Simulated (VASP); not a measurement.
Write the native input for VASP 6.6.1 that does the following.

```yaml
Task: single point
Functional: PBE
Potentials_or_basis: VASP PAW PBE potentials, release 64 (B, N)
Cutoff: 520 eV
k_mesh: 6 × 6 × 6
Occupations: gaussian, width 0.05 eV
Spin: no spin polarisation
Dipole_correction: no
Further_INCAR_settings: ALGO = Normal; EDIFF = 1e-06; NBANDS = 16
```

The structure of BN lies in POSCAR:

```
BN
1.0
    0.0000000000     -1.8123937734     -1.8123937734
   -1.8123937734      0.0000000000     -1.8123937734
    1.8123937734      1.8123937734     -3.6247875468
B N
2 2
Direct
   -0.0210191965      0.0330649900      0.0000000000
    0.5210191965      0.4669350100      0.5000000000
    0.3534896832      0.4088375641      0.8750000000
    0.8965103168      0.8411624359      0.3750000000
```

This cell differs from its parent crystal: mode 4 frozen in at -0.068 Å and mode 5 at +0.034 Å (largest displacements).

The input as run:

INCAR

```
SYSTEM = BN
ALGO     = Normal         ! electronic algorithm
EDIFF    = 1E-6           ! SCF threshold, eV
ENCUT    = 520            ! plane-wave cutoff, eV
GGA      = PE             ! functional
ISIF     = 2              ! what is computed and relaxed
ISMEAR   = 0              ! smearing method
LASPH    = .True.         ! aspherical terms in the spheres
LCHARG   = .False.        ! write CHGCAR
LREAL    = .False.        ! projectors in reciprocal space
LWAVE    = .False.        ! write WAVECAR
NBANDS   = 16             ! bands
NELM     = 100            ! most SCF steps
PREC     = Accurate       ! precision mode
SIGMA    = 0.05           ! smearing width, eV
```

KPOINTS

```
k-points
0
Gamma
  6 6 6
  0 0 0
```

Potentials or basis: VASP PAW PBE potentials, release 64 (B, N).

Command:

```bash
$ cat potpaw_PBE.64/B/POTCAR potpaw_PBE.64/N/POTCAR > POTCAR
$ mpirun -np 1 vasp_std > vasp.out
```

It gave:

| Property | Result |
| --- | --- |
| Pressure | 0.0 GPa |
| Largest force | 0.924 eV/Å |
| Band gap on the k mesh | 4.34 eV, indirect (least direct gap 6.29 eV) |

Caveat: the k points lie up to 0.48 Å⁻¹ apart; the cell differs from its parent crystal (mode 4 frozen in at -0.068 Å and mode 5 at +0.034 Å (largest displacements)).

Run time: 76 s on 1 thread of AMD EPYC 7571, with other jobs on the host, peak memory 0.12 GiB.
